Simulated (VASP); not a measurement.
# Ru (P6_3/mmc) in VASP: single point with r2SCAN

Aim: the single point of Ru with r2SCAN.

Program: VASP 6.6.1. These are calculated values, not measurements. Logs are shortened: lines on timing, memory, paths and dates and some standing lists are left out, and cuts for length are marked.

### 1 The cell of the first run

It takes space group P6_3/mmc (No. 194, hexagonal). Conventional cell: a = 2.703 Å, b = 2.703 Å, c = 4.263 Å, α = 90.00°, β = 90.00°, γ = 120.00°. Ru (site symmetry -6m2) has 12 Ru at 2.64 to 2.70 Å within 3.5 Å.

### 2 Single point, r2SCAN

Contents of POSCAR:

```
Ru
1.0
    2.7032911551      0.0000000000      0.0000000000
   -1.3516455776      2.3411188142      0.0000000000
    0.0000000000      0.0000000000      4.2630341191
Ru
2
Direct
    0.3333333333      0.6666666667      0.2500000000
    0.6666666667      0.3333333333      0.7500000000
```

Contents of INCAR.step1:

```
SYSTEM = Ru
ALGO = Normal
EDIFF = 1E-5
ENCUT = 620
GGA = PE
GGA_COMPAT = .False.
ISMEAR = 0
LASPH = .True.
LCHARG = .False.
LREAL = .False.
LWAVE = .True.
NBANDS = 23
NELM = 120
PREC = Accurate
SIGMA = 0.05
```

Contents of INCAR.step2:

```
SYSTEM = Ru
ALGO = Normal
EDIFF = 1E-6
ENCUT = 620
GGA_COMPAT = .False.
ISIF = 2
ISMEAR = 0
ISTART = 1
LASPH = .True.
LCHARG = .True.
LELF = .True.
LMIXTAU = .True.
LREAL = .False.
LVHAR = .True.
LWAVE = .False.
METAGGA = R2SCAN
NBANDS = 23
NELM = 120
PREC = Accurate
SIGMA = 0.05
```

Contents of KPOINTS:

```
k-points
0
Gamma
  18 18 12
  0 0 0
```

Potentials or basis: VASP PAW PBE potentials, release 64 (Ru_sv).

Run with:

```console
cat potpaw_PBE.64/Ru_sv/POTCAR > POTCAR
cp INCAR.step1 INCAR
mpirun -np 1 vasp_std > vasp.out
cp INCAR.step2 INCAR
mpirun -np 1 vasp_std > vasp.out
```

OUTCAR:

```text
SYSTEM = Ru
   EDIFF = 1E-6
   ENCUT = 620
   ISIF = 2
   ISMEAR = 0
   ISTART = 1
   LASPH = .True.
   LREAL = .False.
   METAGGA = R2SCAN
   NELM = 120
   PREC = Accurate

 ion  position               nearest neighbor table
   1  0.333  0.667  0.250-   2 2.64   2 2.64   2 2.64   2 2.64   2 2.64   2 2.64
   2  0.667  0.333  0.750-   1 2.64   1 2.64   1 2.64   1 2.64   1 2.64   1 2.64

  LATTYP: Found a hexagonal cell.
 ALAT       =     2.7032911551
 C/A-ratio  =     1.5769792725

  Lattice vectors:

 A1 = (   2.7032911551,   0.0000000000,   0.0000000000)
 A2 = (  -1.3516455776,   2.3411188142,   0.0000000000)
 A3 = (   0.0000000000,   0.0000000000,   4.2630341191)

Analysis of symmetry for initial positions (statically):
=====================================================================
 Subroutine PRICEL returns:
 Original cell was already a primitive cell.

 Routine SETGRP: Setting up the symmetry group for a
 hexagonal supercell.

 Subroutine GETGRP returns: Found 24 space group operations
 (whereof 12 operations were pure point group operations)
 out of a pool of 24 trial point group operations.

The static configuration has the point symmetry D_3d.
 The point group associated with its full space group is D_6h.

Analysis of symmetry for dynamics (positions and initial velocities):
=====================================================================
 Subroutine PRICEL returns:
 Original cell was already a primitive cell.

 Routine SETGRP: Setting up the symmetry group for a
 hexagonal supercell.

 Subroutine GETGRP returns: Found 24 space group operations
 (whereof 12 operations were pure point group operations)
 out of a pool of 24 trial point group operations.

The dynamic configuration has the point symmetry D_3d.
 The point group associated with its full space group is D_6h.

 Subroutine INISYM returns: Found 24 space group operations
 (whereof 12 operations are pure point group operations),
 and found     1 'primitive' translations

----------------------------------------------------------------------------------------

                                     Primitive cell

  volume of cell :      26.9796

  direct lattice vectors                    reciprocal lattice vectors
     2.703291155  0.000000000  0.000000000     0.369919458  0.213573099  0.000000000
    -1.351645578  2.341118814  0.000000000     0.000000000  0.427146198  0.000000000
     0.000000000  0.000000000  4.263034119     0.000000000  0.000000000  0.234574712

  length of vectors
     2.703291155  2.703291155  4.263034119     0.427146198  0.427146198  0.234574712

  position of ions in fractional coordinates (direct lattice)
     0.333333333  0.666666667  0.250000000
     0.666666667  0.333333333  0.750000000

  ion indices of the primitive-cell ions
   primitive index   ion index
                 1           1
                 2           2

----------------------------------------------------------------------------------------

 KPOINTS: k-points

Automatic generation of k-mesh.
 Grid dimensions read from file:
 generate k-points for:   18   18   12

 Generating k-lattice:

  Cartesian coordinates                     Fractional coordinates (reciprocal lattice)
     0.020551081  0.011865172  0.000000000     0.055555556  0.000000000  0.000000000
     0.000000000  0.023730344  0.000000000     0.000000000  0.055555556  0.000000000
     0.000000000  0.000000000  0.019547893     0.000000000  0.000000000  0.083333333

  Length of vectors
     0.023730344  0.023730344  0.019547893

  Shift w.r.t. Gamma in fractional coordinates (k-lattice)
     0.000000000  0.000000000  0.000000000

 Subroutine IBZKPT returns following result:
 ===========================================

 Found    259 irreducible k-points:

 Following reciprocal coordinates:
            Coordinates               Weight
  0.000000  0.000000  0.000000      1.000000
  0.055556 -0.000000  0.000000      6.000000
  0.111111 -0.000000  0.000000      6.000000
  0.166667 -0.000000  0.000000      6.000000
  0.222222  0.000000  0.000000      6.000000
  0.277778 -0.000000  0.000000      6.000000
[... 16 lines left out ...]
  0.333333  0.111111  0.000000     12.000000
  0.388889  0.111111  0.000000     12.000000
 [... further k-points ...]
   k-points           NKPTS =    259   k-points in BZ     NKDIM =    259   number of bands    NBANDS=     23
   number of dos      NEDOS =    301   number of ions     NIONS =      2
   total plane-waves  NPLWV =  20736
   dimension x,y,z NGX =    24 NGY =   24 NGZ =   36
   dimension x,y,z NGXF=    48 NGYF=   48 NGZF=   72
   ions per type =               2
   NGX,Y,Z   is equivalent  to a cutoff of  14.76, 14.76, 14.04 a.u.
   NGXF,Y,Z  is equivalent  to a cutoff of  29.52, 29.52, 28.08 a.u.
 SYSTEM =  Ru
   PREC   = accura    normal or accurate (medium, high low for compatibility)
   ISTART =      1    job   : 0-new  1-cont  2-samecut
   ICHARG =      0    charge: 1-file 2-atom 10-const
   ISPIN  =      1    spin polarized calculation?
   LNONCOLLINEAR =      F non collinear calculations
   LSORBIT =      F    spin-orbit coupling
   LASPH  =      T    aspherical Exc in radial PAW
   ENCUT  =  620.0 eV  45.57 Ry    6.75 a.u.   5.49  5.49  8.66*2*pi/ulx,y,z
   NELM   =    120;   NELMIN=  2; NELMDL=  0     # of ELM steps
   EDIFF  = 0.1E-05   stopping-criterion for ELM
   LREAL  =      F    real-space projection
   EDIFFG = 0.1E-04   stopping-criterion for IOM
   NSW    =      0    number of steps for IOM
   IBRION =     -1    ionic relax: 0-MD 1-quasi-New 2-CG
   NFREE  =      0    steps in history (QN), initial steepest desc. (CG)
   ISIF   =      2    stress and relaxation
   ISYM   =      2    0-nonsym 1-usesym 2-fastsym
   POTIM  = 0.5000    time-step for ionic-motion
   TEBEG  =    0.0;   TEEND  =   0.0 temperature during run
   PSTRESS=    0.0 pullay stress
   NELECT =      32.0000    total number of electrons
   NUPDOWN=      -1.0000    fix difference up-down
   EMIN   =  10.00;   EMAX   =-10.00  energy-range for DOS
   EFERMI =   0.00;   METHOD = LEGACY
   ISMEAR =     0;   SIGMA  =   0.05  broadening in eV -4-tet -1-fermi 0-gaus
   EFERMI_NEDOS =   21; number of points for ismear=-14 and -15
   IALGO  =     38    algorithm
   IMIX   =      4    mixing-type and parameters
     AMIX     =   0.40;   BMIX     =  1.00
     AMIX_MAG =   1.60;   BMIX_MAG =  1.00
  volume/ion in A,a.u.               =      13.49        91.03
  Fermi-wavevector in a.u.,A,eV,Ry     =   1.732925  3.274754 40.858696  3.003029
  Thomas-Fermi vector in A             =   2.807009
   LORBIT       =      0    0 simple, 1 ext, 2 COOP (PROOUT), +10 PAW based schemes
   METAGGA = R2SCAN    functional components
   LHFCALC =     F    Hartree Fock is set to
   AEXX    =    0.0000 exact exchange contribution
   IVDW    =     0    specifies the selected vdW correction
   LEPSILON=     F    determine dielectric tensor
   LRPA    =     F    only Hartree local field effects (RPA)
 non-spin polarized calculation
 Gauss-broadening in eV      SIGMA  =   0.05
  energy-cutoff  :      620.00
  volume of cell :       26.98
 maximum number of plane-waves:       973
 NGX is ok and might be reduce to    24
   NGX = 11   NGY = 11   NGZ = 17

 number of electron      31.9999997 magnetization

 Free energy of the ion-electron system (eV)
  ---------------------------------------------------
  ext. energy  EPLUGINS =         0.00000000
  ---------------------------------------------------
  free energy    TOTEN  =       -50.94419247 eV

  energy without entropy =      -50.94229150  energy(sigma->0) =      -50.94324198

 E-fermi :  15.1749     XC(G=0): -15.5844

 val. band max:       15.1656122960   @ k =   0.1667   0.1667   0.0833
 cond. band min:      15.1793270264   @ k =   0.2222   0.0556   0.2500
 fundamental gap:      0.0137147304
 Fermi energy:        15.1748890205

 k-point     1 :       0.0000    0.0000    0.0000
  band No.  band energies     occupation
      1     -60.1767      2.00000
      2     -59.9422      2.00000
      3     -29.9394      2.00000
      4     -28.9114      2.00000
      5     -28.9114      2.00000
      6     -28.7220      2.00000
[... 15 lines left out ...]
     22      30.7172      0.00000
     23      33.4136      0.00000

 k-point     2 :       0.0556   -0.0000    0.0000
  band No.  band energies     occupation
      1     -60.1716      2.00000
      2     -59.9403      2.00000
      3     -29.9278      2.00000
      4     -28.9359      2.00000
      5     -28.9198      2.00000
      6     -28.7476      2.00000
[... 15 lines left out ...]
     22      30.9251      0.00000
     23      33.5511      0.00000

 k-point     3 :       0.1111   -0.0000    0.0000
  band No.  band energies     occupation
      1     -60.1568      2.00000
      2     -59.9348      2.00000
      3     -29.8936      2.00000
      4     -29.0065      2.00000
      5     -28.9434      2.00000
      6     -28.8205      2.00000
[... 15 lines left out ...]
     22      31.4528      0.00000
     23      33.9106      0.00000

 k-point     4 :       0.1667   -0.0000    0.0000
  band No.  band energies     occupation
      1     -60.1337      2.00000
      2     -59.9268      2.00000
      3     -29.8389      2.00000
      4     -29.1147      2.00000
      5     -28.9786      2.00000
      6     -28.9303      2.00000
[... 15 lines left out ...]
     22      31.8007      0.00000
     23      34.1213      0.00000

 k-point     5 :       0.2222    0.0000    0.0000
  band No.  band energies     occupation
      1     -60.1045      2.00000
      2     -59.9178      2.00000
      3     -29.7671      2.00000
      4     -29.2476      2.00000
      5     -29.0619      2.00000
      6     -29.0206      2.00000
[... 15 lines left out ...]
     22      30.8798      0.00000
     23      33.2755      0.00000

 k-point     6 :       0.2778   -0.0000    0.0000
  band No.  band energies     occupation
      1     -60.0719      2.00000
      2     -59.9096      2.00000
      3     -29.6828      2.00000
      4     -29.3889      2.00000
      5     -29.1984      2.00000
      6     -29.0639      2.00000
[... 15 lines left out ...]
     22      29.1045      0.00000
     23      32.2375      0.00000

 k-point     7 :       0.3333   -0.0000    0.0000
  band No.  band energies     occupation
      1     -60.0391      2.00000
      2     -59.9039      2.00000
      3     -29.5926      2.00000
      4     -29.5215      2.00000
      5     -29.3237      2.00000
      6     -29.1038      2.00000
[... 353 lines left out ...]
     22      30.9322      0.00000
     23      31.9695      0.00000

 k-point    21 :       0.2222    0.1111    0.0000
  band No.  band energies     occupation
      1     -60.0615      2.00000
      2     -59.9075      2.00000
      3     -29.6552      2.00000
      4     -29.3828      2.00000
      5     -29.2728      2.00000
      6     -29.0539      2.00000
[... 15 lines left out ...]
     22      29.0593      0.00000
     23      30.8151      0.00000

 k-point    22 :       0.2778    0.1111    0.0000
  band No.  band energies     occupation
      1     -60.0300      2.00000
      2     -59.9028      2.00000
      3     -29.5666      2.00000
      4     -29.5066      2.00000
      5     -29.3574      2.00000
      6     -29.1181      2.00000
[... 15 lines left out ...]
     22      27.1990      0.00000
     23      29.6357      0.00000

 k-point    23 :       0.3333    0.1111    0.0000
  band No.  band energies     occupation
      1     -60.0016      2.00000
      2     -59.9016      2.00000
      3     -29.6078      2.00000
      4     -29.4800      2.00000
      5     -29.4251      2.00000
      6     -29.1698      2.00000
[... 15 lines left out ...]
     22      26.9062      0.00000
     23      28.5740      0.00000

 k-point    24 :       0.3889    0.1111    0.0000
  band No.  band energies     occupation
      1     -59.9806      2.00000
      2     -59.9033      2.00000
      3     -29.6736      2.00000
      4     -29.4693      2.00000
      5     -29.4098      2.00000
      6     -29.2030      2.00000
[... 15 lines left out ...]
     22      27.8167      0.00000
     23      27.9058      0.00000

 [... further k-points ...]
[... 5 lines left out ...]
  --------------------------------------------------------------------------------------
  -------------------------------------------------------------------------------------
  Total        0.0184384      0.0184384      0.0229638     -0.0000000      0.0000000      0.0000000
  in kB        1.0949593      1.0949593      1.3637035     -0.0000000      0.0000000      0.0000000
  external PRESSURE =       1.1845407 kB  Pullay stress =       0.0000000 kB

 VOLUME and BASIS-vectors are now :
 -----------------------------------------------------------------------------
  energy-cutoff  :      620.00
  volume of cell :       26.98
      direct lattice vectors                 reciprocal lattice vectors
     2.703291155  0.000000000  0.000000000     0.369919458  0.213573099  0.000000000
    -1.351645578  2.341118814  0.000000000     0.000000000  0.427146198  0.000000000
     0.000000000  0.000000000  4.263034119     0.000000000  0.000000000  0.234574712

 POSITION                                       TOTAL-FORCE (eV/Angst)
 -----------------------------------------------------------------------------------
     -0.00000      1.56075      1.06576         0.000000     -0.000000      0.000000
      1.35165      0.78037      3.19728        -0.000000      0.000000      0.000000
 -----------------------------------------------------------------------------------
    total drift:                                0.000000     -0.000000      0.000000

  FREE ENERGIE OF THE ION-ELECTRON SYSTEM (eV)
  ---------------------------------------------------
  free  energy   TOTEN  =       -50.9441924682 eV

  energy  without entropy=      -50.9422914990  energy(sigma->0) =      -50.94324198
```

Wall time 7.5 min (1 thread of Intel Xeon Platinum 8259CL at 2.50GHz (Skylake/Cascade Lake), shared host); peak memory 0.28 GiB.

What came out:

| Item | Value |
| --- | --- |
| Free energy | -50.9442 eV |
| Pressure | 0.1 GPa |
| Band gap on the k mesh | zero (bands 16 and 17 overlap by 3.40 eV) |

Caveat: the PAW data sets were made with another functional, which shifts forces and pressure a little.
